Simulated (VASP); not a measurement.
# MnO (Fm-3m) in VASP: notebook

MnO is run at these levels: r2SCAN+U; tasks: single point.

Everything below comes from runs of VASP 6.6.1. Logs are shortened: lines on timing, memory, paths and dates and some standing lists are left out, and cuts for length are marked.

## 1. The cell of the first run

It takes space group Fm-3m (No. 225, cubic). Conventional cell: a = 4.448 Å, b = 4.448 Å, c = 4.448 Å, α = 90.00°, β = 90.00°, γ = 90.00°. Within 2.9 Å of Mn (site symmetry m-3m) lie 6 O at 2.22 Å. O (site symmetry m-3m) has 6 Mn at 2.22 Å within 2.9 Å.

## 2. Single point, r2SCAN+U, collinear spin, ferromagnetic start

Contents of POSCAR:

```
MnO
1.0
    0.0000000000      2.2239077028      2.2239077028
    2.2239077028      0.0000000000      2.2239077028
    2.2239077028      2.2239077028      0.0000000000
Mn O
1 1
Direct
    0.0000000000      0.0000000000      0.0000000000
    0.5000000000      0.5000000000      0.5000000000
```

Contents of INCAR.step1:

```
SYSTEM = MnO
ALGO = Normal
EDIFF = 1E-4
ENCUT = 520
GGA = PE
ISMEAR = -1
ISPIN = 2
LASPH = .TRUE.
LCHARG = .FALSE.
LDAU = .TRUE.
LDAUJ = 0 0
LDAUL = 2 -1
LDAUTYPE = 2
LDAUU = 1 0
LMAXMIX = 4
LREAL = .FALSE.
LWAVE = .TRUE.
MAGMOM = 4 0
NBANDS = 20
NELM = 150
PREC = Accurate
SIGMA = 0.05
```

Contents of INCAR.step2:

```
SYSTEM = MnO
ALGO = Normal
EDIFF = 1E-6
ENCUT = 520
ISIF = 2
ISMEAR = -1
ISPIN = 2
ISTART = 1
LASPH = .TRUE.
LCHARG = .FALSE.
LDAU = .TRUE.
LDAUJ = 0 0
LDAUL = 2 -1
LDAUPRINT = 1
LDAUTYPE = 2
LDAUU = 1 0
LMAXMIX = 4
LMIXTAU = .TRUE.
LORBIT = 11
LREAL = .FALSE.
LWAVE = .FALSE.
MAGMOM = 4 0
METAGGA = R2SCAN
NBANDS = 20
NELM = 150
PREC = Accurate
SIGMA = 0.05
```

Contents of KPOINTS:

```
k-points
0
G
  10 10 10
  0 0 0
```

Potentials or basis: VASP PAW PBE potentials, release 64 (Mn_pv, O).

The run is started by

```
$ cat potpaw_PBE.64/Mn_pv/POTCAR potpaw_PBE.64/O/POTCAR > POTCAR
$ cp INCAR.step1 INCAR
$ mpirun -np 1 vasp_std > vasp.out
$ cp INCAR.step2 INCAR
$ mpirun -np 1 vasp_std > vasp.out
```

OUTCAR:

```text
SYSTEM = MnO
   EDIFF = 1E-6
   ENCUT = 520
   ISIF = 2
   ISMEAR = -1
   ISPIN = 2
   ISTART = 1
   LASPH = .TRUE.
   LORBIT = 11
   LREAL = .FALSE.
   METAGGA = R2SCAN
   NELM = 150
   PREC = Accurate

 ion  position               nearest neighbor table
   1  0.000  0.000  0.000-   2 2.22   2 2.22   2 2.22   2 2.22   2 2.22   2 2.22
   2  0.500  0.500  0.500-   1 2.22   1 2.22   1 2.22   1 2.22   1 2.22   1 2.22

  LATTYP: Found a face centered cubic cell.
 ALAT       =     4.4478154056

  Lattice vectors:

 A1 = (   0.0000000000,   2.2239077028,   2.2239077028)
 A2 = (   2.2239077028,   0.0000000000,   2.2239077028)
 A3 = (   2.2239077028,   2.2239077028,   0.0000000000)

Analysis of symmetry for initial positions (statically):
=====================================================================
 Subroutine PRICEL returns:
 Original cell was already a primitive cell.

 Routine SETGRP: Setting up the symmetry group for a
 face centered cubic supercell.

 Subroutine GETGRP returns: Found 48 space group operations
 (whereof 48 operations were pure point group operations)
 out of a pool of 48 trial point group operations.

The static configuration has the point symmetry O_h .

Analysis of symmetry for dynamics (positions and initial velocities):
=====================================================================
 Subroutine PRICEL returns:
 Original cell was already a primitive cell.

 Routine SETGRP: Setting up the symmetry group for a
 face centered cubic supercell.

 Subroutine GETGRP returns: Found 48 space group operations
 (whereof 48 operations were pure point group operations)
 out of a pool of 48 trial point group operations.

The dynamic configuration has the point symmetry O_h .

Analysis of structural, dynamic, and magnetic symmetry:
=====================================================================
 Subroutine PRICEL returns:
 Original cell was already a primitive cell.

 Routine SETGRP: Setting up the symmetry group for a
 face centered cubic supercell.

 Subroutine GETGRP returns: Found 48 space group operations
 (whereof 48 operations were pure point group operations)
 out of a pool of 48 trial point group operations.

The overall configuration has the point symmetry O_h .

 Subroutine INISYM returns: Found 48 space group operations
 (whereof 48 operations are pure point group operations),
 and found     1 'primitive' translations

----------------------------------------------------------------------------------------

                                     Primitive cell

  volume of cell :      21.9979

  direct lattice vectors                    reciprocal lattice vectors
     0.000000000  2.223907703  2.223907703    -0.224829474  0.224829474  0.224829474
     2.223907703  0.000000000  2.223907703     0.224829474 -0.224829474  0.224829474
     2.223907703  2.223907703  0.000000000     0.224829474  0.224829474 -0.224829474

  length of vectors
     3.145080435  3.145080435  3.145080435     0.389416073  0.389416073  0.389416073

  position of ions in fractional coordinates (direct lattice)
     0.000000000  0.000000000  0.000000000
     0.500000000  0.500000000  0.500000000

  ion indices of the primitive-cell ions
   primitive index   ion index
                 1           1
                 2           2

----------------------------------------------------------------------------------------

 KPOINTS: k-points

Automatic generation of k-mesh.
 Grid dimensions read from file:
 generate k-points for:   10   10   10

 Generating k-lattice:

  Cartesian coordinates                     Fractional coordinates (reciprocal lattice)
    -0.022482947  0.022482947  0.022482947     0.100000000  0.000000000  0.000000000
     0.022482947 -0.022482947  0.022482947     0.000000000  0.100000000  0.000000000
     0.022482947  0.022482947 -0.022482947     0.000000000  0.000000000  0.100000000

  Length of vectors
     0.038941607  0.038941607  0.038941607

  Shift w.r.t. Gamma in fractional coordinates (k-lattice)
     0.000000000  0.000000000  0.000000000

 Subroutine IBZKPT returns following result:
 ===========================================

 Found     47 irreducible k-points:

 Following reciprocal coordinates:
            Coordinates               Weight
  0.000000  0.000000  0.000000      1.000000
  0.100000  0.000000  0.000000      8.000000
  0.200000  0.000000  0.000000      8.000000
  0.300000  0.000000  0.000000      8.000000
  0.400000  0.000000  0.000000      8.000000
  0.500000  0.000000  0.000000      4.000000
[... 16 lines left out ...]
  0.300000  0.300000  0.000000      6.000000
  0.400000  0.300000  0.000000     24.000000
 [... further k-points ...]
   k-points           NKPTS =     47   k-points in BZ     NKDIM =     47   number of bands    NBANDS=     20
   number of dos      NEDOS =    301   number of ions     NIONS =      2
   total plane-waves  NPLWV =  13824
   dimension x,y,z NGX =    24 NGY =   24 NGZ =   24
   dimension x,y,z NGXF=    48 NGYF=   48 NGZF=   48
   ions per type =               1   1
   NGX,Y,Z   is equivalent  to a cutoff of  12.69, 12.69, 12.69 a.u.
   NGXF,Y,Z  is equivalent  to a cutoff of  25.37, 25.37, 25.37 a.u.
 SYSTEM =  MnO
   PREC   = accura    normal or accurate (medium, high low for compatibility)
   ISTART =      1    job   : 0-new  1-cont  2-samecut
   ICHARG =      0    charge: 1-file 2-atom 10-const
   ISPIN  =      2    spin polarized calculation?
   LNONCOLLINEAR =      F non collinear calculations
   LSORBIT =      F    spin-orbit coupling
   LASPH  =      T    aspherical Exc in radial PAW
   ENCUT  =  520.0 eV  38.22 Ry    6.18 a.u.   5.85  5.85  5.85*2*pi/ulx,y,z
   NELM   =    150;   NELMIN=  2; NELMDL=  0     # of ELM steps
   EDIFF  = 0.1E-05   stopping-criterion for ELM
   LREAL  =      F    real-space projection
   EDIFFG = 0.1E-04   stopping-criterion for IOM
   NSW    =      0    number of steps for IOM
   IBRION =     -1    ionic relax: 0-MD 1-quasi-New 2-CG
   NFREE  =      0    steps in history (QN), initial steepest desc. (CG)
   ISIF   =      2    stress and relaxation
   ISYM   =      2    0-nonsym 1-usesym 2-fastsym
   POTIM  = 0.5000    time-step for ionic-motion
   TEBEG  =    0.0;   TEEND  =   0.0 temperature during run
   PSTRESS=    0.0 pullay stress
   NELECT =      19.0000    total number of electrons
   NUPDOWN=      -1.0000    fix difference up-down
   EMIN   =  10.00;   EMAX   =-10.00  energy-range for DOS
   EFERMI =   0.00;   METHOD = LEGACY
   ISMEAR =    -1;   SIGMA  =   0.05  broadening in eV -4-tet -1-fermi 0-gaus
   EFERMI_NEDOS =   21; number of points for ismear=-14 and -15
   IALGO  =     38    algorithm
   IMIX   =      4    mixing-type and parameters
     AMIX     =   0.40;   BMIX     =  1.00
     AMIX_MAG =   1.60;   BMIX_MAG =  1.00
  volume/ion in A,a.u.               =      11.00        74.22
  Fermi-wavevector in a.u.,A,eV,Ry     =   1.559071  2.946217 33.071721  2.430703
  Thomas-Fermi vector in A             =   2.662483
   LORBIT       =     11    0 simple, 1 ext, 2 COOP (PROOUT), +10 PAW based schemes
 LDA+U is selected, type is set to LDAUTYPE =  2
   angular momentum for each species LDAUL =     2   -1
   U (eV)           for each species LDAUU =   1.0  0.0
   J (eV)           for each species LDAUJ =   0.0  0.0
   METAGGA = R2SCAN    functional components
   LHFCALC =     F    Hartree Fock is set to
   AEXX    =    0.0000 exact exchange contribution
   IVDW    =     0    specifies the selected vdW correction
   LEPSILON=     F    determine dielectric tensor
   LRPA    =     F    only Hartree local field effects (RPA)
 spin polarized calculation
  energy-cutoff  :      520.00
  volume of cell :       22.00
 maximum number of plane-waves:       609
   NGX = 11   NGY = 11   NGZ = 11

atom =   1  type =  1  l = 2

 onsite density matrix

spin component  1

  0.9369 -0.0000 -0.0000  0.0000  0.0000
 -0.0000  0.9369  0.0000 -0.0000 -0.0000
 -0.0000  0.0000  0.9727 -0.0000 -0.0000
  0.0000 -0.0000 -0.0000  0.9369  0.0000
  0.0000 -0.0000 -0.0000  0.0000  0.9727

spin component  2

  0.0207 -0.0000 -0.0000  0.0000  0.0000
 -0.0000  0.0207  0.0000  0.0000  0.0000
 -0.0000  0.0000  0.0799  0.0000  0.0000
  0.0000  0.0000  0.0000  0.0207 -0.0000
  0.0000  0.0000  0.0000 -0.0000  0.0799

 occupancies and eigenvectors

  o =  0.0207  v =  0.0000  0.0000  0.0000  0.0000  0.0000  1.0000  0.0008  0.0000 -0.0032 -0.0000      0.0000  0.0000  0.0000  0.0000  0.0000  0.0000  0.0000  0.0000  0.0000  0.0000
  o =  0.0207  v =  0.0000  0.0000  0.0000  0.0000  0.0000 -0.0002  0.9829  0.0000  0.1842 -0.0000      0.0000  0.0000  0.0000  0.0000  0.0000  0.0000  0.0000  0.0000  0.0000  0.0000
  o =  0.0207  v =  0.0000  0.0000  0.0000  0.0000  0.0000  0.0033 -0.1842 -0.0000  0.9829 -0.0000      0.0000  0.0000  0.0000  0.0000  0.0000  0.0000  0.0000  0.0000  0.0000  0.0000
  o =  0.0799  v =  0.0000  0.0000  0.0000  0.0000  0.0000 -0.0000 -0.0000  0.9935  0.0000 -0.1136      0.0000  0.0000  0.0000  0.0000  0.0000  0.0000  0.0000  0.0000  0.0000  0.0000
  o =  0.0799  v =  0.0000  0.0000  0.0000  0.0000  0.0000  0.0000  0.0000  0.1136  0.0000  0.9935      0.0000  0.0000  0.0000  0.0000  0.0000  0.0000  0.0000  0.0000  0.0000  0.0000
  o =  0.9369  v =  1.0000  0.0000  0.0000  0.0000  0.0000  0.0000  0.0000  0.0000  0.0000  0.0000      0.0000  0.0000  0.0000  0.0000  0.0000  0.0000  0.0000  0.0000  0.0000  0.0000
  o =  0.9369  v =  0.0000 -0.4750  0.0000 -0.8800 -0.0000  0.0000  0.0000  0.0000  0.0000  0.0000      0.0000  0.0000  0.0000  0.0000  0.0000  0.0000  0.0000  0.0000  0.0000  0.0000
  o =  0.9369  v =  0.0000 -0.8800  0.0000  0.4750 -0.0000  0.0000  0.0000  0.0000  0.0000  0.0000      0.0000  0.0000  0.0000  0.0000  0.0000  0.0000  0.0000  0.0000  0.0000  0.0000
  o =  0.9727  v =  0.0000  0.0000 -0.0399 -0.0000 -0.9992  0.0000  0.0000  0.0000  0.0000  0.0000      0.0000  0.0000  0.0000  0.0000  0.0000  0.0000  0.0000  0.0000  0.0000  0.0000
  o =  0.9727  v =  0.0000 -0.0000 -0.9992 -0.0000  0.0399  0.0000  0.0000  0.0000  0.0000  0.0000      0.0000  0.0000  0.0000  0.0000  0.0000  0.0000  0.0000  0.0000  0.0000  0.0000

 number of electron      18.9999991 magnetization       4.9999963

 Free energy of the ion-electron system (eV)
  ---------------------------------------------------
  ext. energy  EPLUGINS =         0.00000000
  ---------------------------------------------------
  free energy    TOTEN  =       -24.25956225 eV

  energy without entropy =      -24.25936369  energy(sigma->0) =      -24.25946297

 E-fermi :   7.2475     XC(G=0): -12.5190

 val. band max:        7.2305464341   @ k =   0.0000   0.0000   0.0000
 cond. band min:       7.8224253448   @ k =   0.5000   0.5000   0.0000
 fundamental gap:      0.5918789107
 Fermi energy:         7.2474983438

 spin component 1

 k-point     1 :       0.0000    0.0000    0.0000
  band No.  band energies     occupation
      1     -45.2676      1.00000
      2     -45.2676      1.00000
      3     -45.2675      1.00000
      4     -13.8666      1.00000
      5       3.3507      1.00000
      6       3.3507      1.00000
[... 12 lines left out ...]
     19      27.9362      0.00000
[... 513 lines left out ...]
      4     -13.0945      1.00000
      5       0.0168      1.00000
      6       1.8169      1.00000
[... 12 lines left out ...]
     19      32.3890      0.00000
     20      33.0463      0.00000

 [... further k-points ...]

 spin component 2

 k-point     1 :       0.0000    0.0000    0.0000
  band No.  band energies     occupation
      1     -38.8480      1.00000
      2     -38.8480      1.00000
      3     -38.8478      1.00000
      4     -13.3841      1.00000
      5       4.0682      1.00000
      6       4.0682      1.00000
[... 12 lines left out ...]
     19      31.1187      0.00000
[... 513 lines left out ...]
      4     -12.5614      1.00000
      5       0.9879      1.00000
      6       2.9264      1.00000
[... 12 lines left out ...]
     19      34.3411      0.00000
     20      36.1620      0.00000

 [... further k-points ...]

------------------------ aborting loop because EDIFF is reached ----------------------------------------

  FORCE on cell =-STRESS in cart. coord.  units (eV):
  Direction    XX          YY          ZZ          XY          YZ          ZX
  --------------------------------------------------------------------------------------
  -------------------------------------------------------------------------------------
  Total        0.1681318      0.1681318      0.1681318      0.0000000     -0.0000000      0.0000000
  in kB       12.2456034     12.2456034     12.2456034      0.0000000     -0.0000000      0.0000000
  external PRESSURE =      12.2456034 kB  Pullay stress =       0.0000000 kB

 VOLUME and BASIS-vectors are now :
 -----------------------------------------------------------------------------
  energy-cutoff  :      520.00
  volume of cell :       22.00
      direct lattice vectors                 reciprocal lattice vectors
     0.000000000  2.223907703  2.223907703    -0.224829474  0.224829474  0.224829474
     2.223907703  0.000000000  2.223907703     0.224829474 -0.224829474  0.224829474
     2.223907703  2.223907703  0.000000000     0.224829474  0.224829474 -0.224829474

 POSITION                                       TOTAL-FORCE (eV/Angst)
 -----------------------------------------------------------------------------------
      0.00000      0.00000      0.00000         0.000000      0.000000     -0.000000
      2.22391      2.22391      2.22391         0.000000      0.000000      0.000000
 -----------------------------------------------------------------------------------
    total drift:                                0.000000     -0.000000     -0.000000

  FREE ENERGIE OF THE ION-ELECTRON SYSTEM (eV)
  ---------------------------------------------------
  free  energy   TOTEN  =       -24.2595622491 eV

  energy  without entropy=      -24.2593636870  energy(sigma->0) =      -24.25946297

 total charge

# of ion       s       p       d       tot
------------------------------------------
    1        0.208   6.172   4.959  11.339
    2        1.558   3.476   0.000   5.034
--------------------------------------------------
tot          1.766   9.648   4.959  16.373

 magnetization (x)

# of ion       s       p       d       tot
------------------------------------------
    1        0.028   0.022   4.526   4.577
    2        0.030   0.180   0.000   0.210
--------------------------------------------------
tot          0.058   0.203   4.526   4.787
```

Run time: 67 s. Hardware: 1 thread of Intel Xeon Platinum 8488C (Sapphire Rapids), shared host; peak memory 0.17 GiB.

Results:

| Item | Value |
| --- | --- |
| Free energy | -24.2596 eV |
| Pressure | 1.2 GPa |
| Net moment | 5.00 μB per cell |
| Site moments | Mn +4.58; O +0.21 μB |
| Valence electrons inside the program's atomic spheres | Mn 11.34; O 5.03 |

Levels at points of the mesh, in eV from the Fermi level:
Spin up:
```csv
k point,band 10,band 11,band 12,band 13,band 14,band 15
"(0.00, 0.00, 0.00)",-3.70,-3.46,-3.46,-0.02,14.77,16.92
"(0.50, 0.00, 0.00)",-2.47,-0.19,-0.19,4.13,8.47,12.67
"(0.50, 0.50, 0.00)",-2.82,-2.82,-2.69,5.60,8.66,10.81
```
Spin down:
```
           k point  band 4  band 5  band 6  band 7  band 8  band 9  band 10  band 11
(0.00, 0.00, 0.00)  -20.63   -3.18   -3.18   -3.18    1.73    2.40     2.40     2.40
(0.50, 0.00, 0.00)  -19.67   -7.23   -4.55   -4.55    3.62    3.80     3.80     5.38
(0.50, 0.50, 0.00)  -19.68   -6.35   -4.21   -4.21    0.57    3.74     3.88     4.29
```

Eigenvalues of the final occupation matrices:
| site | spin | trace | eigenvalues |
| --- | --- | --- | --- |
| site 1 d | 1 | 4.76 | 0.94 0.94 0.94 0.97 0.97 |
| site 1 d | 2 | 0.22 | 0.02 0.02 0.02 0.08 0.08 |

Caveat: the PAW data sets were made with another functional, which shifts forces and pressure a little; a cell with one magnetic atom can't hold antiferromagnetic order, which such compounds often take.

## 3. Single point, r2SCAN+U, collinear spin, ferromagnetic start

POSCAR is that of step 2.

Contents of INCAR.step1:

```
SYSTEM = MnO
PREC = Accurate
ENCUT = 520
ISMEAR = -1
SIGMA = 0.05
LREAL = .False.
LASPH = .True.
NELM = 150
ISPIN = 2
MAGMOM = 4 0
LMAXMIX = 4
LDAU = .True.
LDAUTYPE = 2
LDAUL = 2 -1
LDAUU = 2 0
LDAUJ = 0 0
NBANDS = 20
GGA = PE
ALGO = Normal
EDIFF = 1E-4
LWAVE = .True.
LCHARG = .False.
```

Contents of INCAR.step2:

```
SYSTEM = MnO
PREC = Accurate
ENCUT = 520
EDIFF = 1E-6
ISMEAR = -1
SIGMA = 0.05
LREAL = .False.
LASPH = .True.
NELM = 150
ALGO = Normal
ISIF = 2
LWAVE = .False.
LCHARG = .False.
ISPIN = 2
MAGMOM = 4 0
LORBIT = 11
LMAXMIX = 4
LDAU = .True.
LDAUTYPE = 2
LDAUL = 2 -1
LDAUU = 2 0
LDAUJ = 0 0
LDAUPRINT = 1
METAGGA = R2SCAN
LMIXTAU = .True.
NBANDS = 20
ISTART = 1
```

Contents of KPOINTS:

```
Automatic mesh
0
Gamma
  10 10 10
  0 0 0
```

Potentials or basis: VASP PAW PBE potentials, release 64 (Mn_pv, O).

The run is started by

```
$ cat potpaw_PBE.64/Mn_pv/POTCAR potpaw_PBE.64/O/POTCAR > POTCAR
$ cp INCAR.step1 INCAR
$ mpirun -np 1 vasp_std > vasp.out
$ cp INCAR.step2 INCAR
$ mpirun -np 1 vasp_std > vasp.out
```

Wall time 76 s (1 thread of Intel Xeon Platinum 8488C (Sapphire Rapids), shared host); peak memory 0.17 GiB.

Results (log left out):

| Property | Result |
| --- | --- |
| Free energy | -24.0473 eV |
| Pressure | 1.9 GPa |
| Band gap on the k mesh | 0.42 eV, indirect (least direct gap 3.17 eV) |
| Net moment | 5.00 μB per cell |
| Site moments | Mn +4.61; O +0.19 μB |
| Valence electrons inside the program's atomic spheres | Mn 11.34; O 5.04 |

Levels at points of the mesh, in eV from the valence-band top:
Spin up:
```csv
k point,band 10,band 11,band 12,band 13,band 14,band 15
"(0.00, 0.00, 0.00)",-3.22,-3.22,-3.22,0.42,15.19,17.18
"(0.50, 0.00, 0.00)",-2.39,0.00,0.00,4.56,8.90,13.10
"(0.50, 0.50, 0.00)",-2.84,-2.84,-2.72,6.01,9.12,11.06
```
Spin down:
| k point | band 4 | band 5 | band 6 | band 7 | band 8 | band 9 | band 10 | band 11 |
| --- | --- | --- | --- | --- | --- | --- | --- | --- |
| (0.00, 0.00, 0.00) | -20.20 | -2.75 | -2.75 | -2.75 | 2.16 | 3.25 | 3.25 | 3.25 |
| (0.50, 0.00, 0.00) | -19.24 | -6.77 | -4.05 | -4.05 | 4.44 | 4.69 | 4.69 | 5.81 |
| (0.50, 0.50, 0.00) | -19.24 | -5.93 | -3.78 | -3.78 | 1.34 | 4.60 | 4.71 | 5.21 |

Eigenvalues of the final occupation matrices:
```csv
site,spin,trace,eigenvalues
site 1 d,1,4.77,0.94 0.94 0.94 0.98 0.98
site 1 d,2,0.21,0.02 0.02 0.02 0.07 0.07
```

Caveat: the PAW data sets were made with another functional, which shifts forces and pressure a little; a cell with one magnetic atom can't hold antiferromagnetic order, which such compounds often take.
